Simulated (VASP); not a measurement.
Si4N: relaxation of cell and atoms with PBE

Crystal: Si4N.

```xyz
5
Lattice="5.2175 0.0000 0.0000 -2.6087 4.5185 0.0000 0.0000 0.0000 3.2931" Properties=species:S:1:pos:R:3 pbc="T T T"
Si    2.6087    0.0000    0.0000
Si   -1.3044    2.2592    0.0000
Si    1.3044    2.2592    0.0000
Si    0.0000    0.0000    0.0000
N     0.0000    0.0000    1.6465
```

The cell was built from a structure type or drawn by symmetry, and may not be a known phase.

```yaml
Program: VASP 6.6.1
Task: relaxation of cell and atoms
Functional: PBE
Potentials_or_basis: VASP PAW PBE potentials, release 64 (Si, N)
Cutoff: 600 eV
k_mesh: 12 × 12 × 12
Occupations: gaussian, width 0.1 eV
Spin: no spin polarisation
Dipole_correction: no
Further_INCAR_settings: ALGO = Normal; EDIFF = 1e-07; IBRION = 2; EDIFFG = -0.01; NSW = 100; ISIF = 3
```

| Property | Result |
| --- | --- |
| Relaxed volume | 15.65 Å³/atom |
| Relaxed cell | a = 5.255 Å, b = 5.255 Å, c = 3.272 Å, α = 90.00°, β = 90.00°, γ = 120.00° |
| Space group after relaxing (to 0.1 Å) | P6/mmm (No. 191) |
| Energy gained by relaxing | 1.5 meV/atom |
| Ionic steps | 5 |
| Pressure after relaxing | 0.0 GPa |
| Band gap on the k mesh | zero (an odd number of electrons rules out a gap without spin polarisation) |

Step by step:
```
step  energy change (eV)  largest force (eV/Å)  pressure (GPa)  volume (Å³)
   1              0.0000                0.0000            0.30        77.63
   2             -0.0069                0.0000            0.48        77.96
   3             -0.0071                0.0000            0.45        77.91
   4             -0.0075                0.0000           -0.19        78.42
   5             -0.0076                0.0000            0.00        78.26
```

Final structure:
```yaml
crystal:
  lattice:
    - [5.25504, 0.00000, 0.00000]
    - [-2.62752, 4.55100, 0.00000]
    - [0.00000, 0.00000, 3.27249]
  atoms:
    - { symbol: Si, position: [0.50000, 0.00000, 0.00000] }
    - { symbol: Si, position: [0.00000, 0.50000, 0.00000] }
    - { symbol: Si, position: [0.50000, 0.50000, 0.00000] }
    - { symbol: Si, position: [0.00000, 0.00000, 0.00000] }
    - { symbol: N, position: [0.00000, 0.00000, 0.50000] }
```

Levels at points of the mesh, in eV from the Fermi level:
| k point | band 7 | band 8 | band 9 | band 10 | band 11 | band 12 | band 13 | band 14 |
| --- | --- | --- | --- | --- | --- | --- | --- | --- |
| (0.00, 0.00, 0.00) | -5.62 | -5.36 | -1.14 | 0.44 | 0.44 | 1.79 | 5.15 | 5.67 |
| (0.50, 0.00, 0.00) | -3.28 | -2.46 | -0.48 | 0.71 | 1.24 | 1.78 | 2.13 | 3.56 |
| (0.00, 0.00, 0.50) | -4.16 | -3.98 | -3.98 | -3.30 | -3.30 | 0.07 | 0.07 | 2.62 |
| (0.50, 0.00, 0.50) | -3.63 | -2.33 | -2.29 | -0.76 | 0.39 | 0.53 | 0.85 | 0.99 |

It took 9.1 min on 1 thread of Intel Xeon 8259CL, with other jobs on the host, peak memory 0.33 GiB.
